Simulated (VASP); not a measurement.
Write the native input for VASP 6.6.1 that does the following.

- Task: single point
- Functional: LDA
- Potentials or basis: VASP PAW LDA potentials, release 64 (Ti_sv, Zn)
- Cutoff: 520 eV
- k mesh: 12 × 12 × 12
- Occupations: gaussian, width 0.15 eV
- Spin: no spin polarisation
- Dipole correction: no
- Further INCAR settings: ALGO = Fast; EDIFF = 1e-06; NBANDS = 32

The structure of Ti3Zn lies in POSCAR:

```
Ti3Zn
1.0
    3.8750079880      0.0346908647      0.0346908647
    0.0346908647      3.8750079880      0.0346908647
    0.0346908647      0.0346908647      3.8750079880
Ti Zn
3 1
Direct
    0.0000000000      0.5000000000      0.5000000000
    0.5000000000      0.0000000000      0.5000000000
    0.5000000000      0.5000000000      0.0000000000
    0.0000000000      0.0000000000      0.0000000000
```

These files were run (other wordings do the same):

INCAR

```
PREC = Accurate
ENCUT = 520
EDIFF = 1E-6
ISMEAR = 0
SIGMA = 0.15
LREAL = F
LASPH = T
NELM = 80
ALGO = Fast
ISIF = 2
LWAVE = F
LCHARG = T
GGA = CA
LELF = T
LVHAR = T
NBANDS = 32
```

KPOINTS

```
Automatic mesh
0
Gamma
  12 12 12
```

Potentials or basis: VASP PAW LDA potentials, release 64 (Ti_sv, Zn).

Launch:

```console
$ cat potpaw_LDA.64/Ti_sv/POTCAR potpaw_LDA.64/Zn/POTCAR > POTCAR
$ mpirun -np 1 vasp_std > vasp.out
```

It gave:

```yaml
Pressure: 4.0 GPa
Band_gap_on_the_k_mesh: zero (bands 24 and 25 overlap by 0.40 eV)
```

Caveat: the cell stands under pressure.

Wall time 7.2 min on 1 thread of Intel(R) Xeon(R) 6975P-C (Granite Rapids), on a shared host, peak memory 0.37 GiB.
